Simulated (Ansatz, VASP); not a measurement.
Two plane-wave programs on In

The input INCAR:

```
PREC     = Accurate       # precision mode
ENCUT    = 520            # plane-wave cutoff, eV
EDIFF    = 1E-6           # SCF threshold, eV
ISMEAR   = 0              # smearing method
SIGMA    = 0.15           # smearing width, eV
LREAL    = F              # projectors in reciprocal space
LASPH    = T              # aspherical terms in the spheres
NELM     = 60             # most SCF steps
ALGO     = Fast           # electronic algorithm
ISIF     = 2              # what is computed and relaxed
LWAVE    = F              # write WAVECAR
LCHARG   = T              # write CHGCAR
GGA      = PS             # functional
LELF     = T              # ELF
LVHAR    = T            
NBANDS   = 12             # bands
```

The input KPOINTS:

```
regular mesh
0
Gamma
  20 20 20
```

The input POSCAR:

```
In
1.0
   -1.6749345000      1.6749345000      2.5110592500
    1.6749345000     -1.6749345000      2.5110592500
    1.6749345000      1.6749345000     -2.5110592500
In
1
Direct
    0.0000000000      0.0000000000      0.0000000000
```

Input for Ansatz:

```yaml
crystal:
  lattice:
    - [-1.6749345, 1.6749345, 2.51105925]
    - [1.6749345, -1.6749345, 2.51105925]
    - [1.6749345, 1.6749345, -2.51105925]
  atoms:
    - { symbol: In, position: [0.0, 0.0, 0.0] }
basis:
  ecutwfc: 420
kpoints:
  mp_grid: { grid: [20, 20, 20] }
hamiltonian:
  xc: pbesol
scf:
  occupations: { method: gaussian, width: 0.15 }
output:
  forces: true
  stress: true
  eigenvalues: true
```

Change from the starting cell: strain +0.030 along x and y, +0.015 along z, atoms carried along.

Alike in both runs: task single point; functional PBEsol; k mesh 20 × 20 × 20; occupations gaussian, width 0.15 eV; no spin polarisation.

|  | VASP | Ansatz |
| --- | --- | --- |
| version | VASP 6.6.1 | Ansatz 0.2.0 |
| potentials or method | VASP PAW PBE potentials, release 64 (In_d), cutoff 520 eV | scalar-relativistic, plane waves, PAW |
| valence electrons in the cell | 13 | 13 |

```csv
,VASP,Ansatz,Ansatz less VASP
gap on the k mesh at the Fermi level (eV),none,none,-
pressure (GPa),-3.4,-3.4,+0.05
```

VASP's potentials were made for PBE, not for PBEsol. A gap of «none» marks a metal or a gap that the smearing closes.
